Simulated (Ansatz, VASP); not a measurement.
## ZrSi2 in VASP and in Ansatz

INCAR

```
  PREC = Accurate
  ENCUT = 520
  EDIFF = 1E-6
  ISMEAR = 1
  SIGMA = 0.1483
  LREAL = F
  LASPH = T
  NELM = 100
  ALGO = Normal
  ISIF = 2
  LWAVE = F
  LCHARG = F
  GGA = PE
  NBANDS = 29
```

Contents of KPOINTS:

```
Automatic mesh
0
Gamma
  5 5 5
```

POSCAR

```
ZrSi2
1.0
    3.7608730000      0.0000000000      0.0000000000
    1.8804360000     -7.3852620000      0.0000000000
    0.0000000000      0.0000000000     -3.7103230000
Zr Si
2 4
Direct
    0.1060000000      0.7880000000      0.7500000000
    0.8940000000      0.2120000000      0.2500000000
    0.7500000000      0.5000000000      0.7500000000
    0.2500000000      0.5000000000      0.2500000000
    0.3550000000      0.2900000000      0.7500000000
    0.6450000000      0.7100000000      0.2500000000
```

Input for Ansatz:

```yaml
crystal:
  lattice:
    - [3.760873, 0.0, 0.0]
    - [1.880436, -7.385262, 0.0]
    - [0.0, 0.0, -3.710323]
  atoms:
    - { symbol: Zr, position: [0.106, 0.788, 0.75] }
    - { symbol: Zr, position: [0.894, 0.212, 0.25] }
    - { symbol: Si, position: [0.75, 0.5, 0.75] }
    - { symbol: Si, position: [0.25, 0.5, 0.25] }
    - { symbol: Si, position: [0.355, 0.29, 0.75] }
    - { symbol: Si, position: [0.645, 0.71, 0.25] }
  symmetry: { tolerance: 0.0003 }
kpoints:
  mp_grid: { grid: [5, 5, 5], shift: [0, 0, 0] }
magnetization:
  spin_polarized: false
scf:
  occupations: { method: cold, width: 0.1483 }
hamiltonian:
  pseudopotentials: { kind: paw }
  xc: pbe
basis:
  ecutwfc: 420
output:
  forces: true
  stress: true
  eigenvalues: true
```

Alike in both runs: task single point; functional PBE; k mesh 5 × 5 × 5; no spin polarisation.

|  | VASP | Ansatz |
| --- | --- | --- |
| version | VASP 6.6.1 | Ansatz 0.2.0 |
| potentials or method | VASP PAW PBE potentials, release 64 (Zr_sv, Si), cutoff 520 eV | PAW plane waves |
| occupations | methfessel-paxton of order 1, width 0.1483 eV | cold, width 0.1483 eV |
| valence electrons in the cell | 40 | 40 |

VASP gave:

* gap on the k mesh at the Fermi level (eV): none
* pressure (GPa): 7.3
* traceless stress, the component that is largest in VASP (GPa): -5.23
* rms of the force components (eV/Å): 0.811

Q: What did Ansatz give for the same quantities?

A: gap on the k mesh at the Fermi level (eV): none; pressure (GPa): 7.3; traceless stress, the component that is largest in VASP (GPa): -5.23; rms of the force components (eV/Å): 0.818.

Atom by atom the forces differ by 0.011 eV/Å (rms over components). A gap of «none» marks a metal or a gap that the smearing closes.
